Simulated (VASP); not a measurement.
Write the native input for VASP 6.6.1 that does the following.

| Quantity | Value |
| --- | --- |
| Task | single point |
| Functional | PBEsol |
| Potentials or basis | VASP PAW PBE potentials, release 64 (Bi_d) |
| Cutoff | 520 eV |
| k mesh | 10 × 1 × 6 |
| Occupations | gaussian, width 0.02 eV |
| Spin | no spin polarisation |
| Dipole correction | no |
| Further INCAR settings | ALGO = Normal; EDIFF = 1e-07; NBANDS = 38 |

The structure of Bi lies in POSCAR:

```
Bi
1.0
    4.0283391890      0.0000000000      0.0000000000
    0.0000000000     42.0246190737      0.0000000000
    0.0000000000      0.0000000000      5.8044203280
Bi
4
Direct
    0.0000000000      0.9666391557      0.5746680230
    0.0000000000      0.0333608443      0.4253319770
    0.5000000000      0.0333608443      0.0746680230
    0.5000000000      0.9666391557      0.9253319770
```

This cell differs from its parent crystal: P replaced by Bi, lengths x 1.230, strained.

One way to write it, as run:

INCAR

```
SYSTEM = Bi
PREC = Accurate
ENCUT = 520
EDIFF = 1E-7
ISMEAR = 0
SIGMA = 0.02
LREAL = .False.
LASPH = .True.
NELM = 100
ALGO = Normal
ISIF = 2
LWAVE = .False.
LCHARG = .False.
GGA = PS
NBANDS = 38
```

KPOINTS

```
regular mesh
0
Gamma
  10 1 6
  0 0 0
```

Potentials or basis: VASP PAW PBE potentials, release 64 (Bi_d).

The run is started by

```console
$ cat potpaw_PBE.64/Bi_d/POTCAR > POTCAR
$ mpirun -np 1 vasp_std > vasp.out
```

Results of the run:

```
Largest force          : 1.256 eV/Å
Band gap on the k mesh : 0.57 eV, direct
```

Caveat: the cell differs from its parent crystal (P replaced by Bi, lengths x 1.230, strained); the PAW data sets were made with another functional, which shifts forces and pressure a little; spin-orbit coupling is left out, which moves the levels of the heavy elements.

Wall time 17 min on 1 thread of AMD EPYC 9R45 96-Core Processor (Zen 5), with other jobs on the host, peak memory 1.2 GiB.
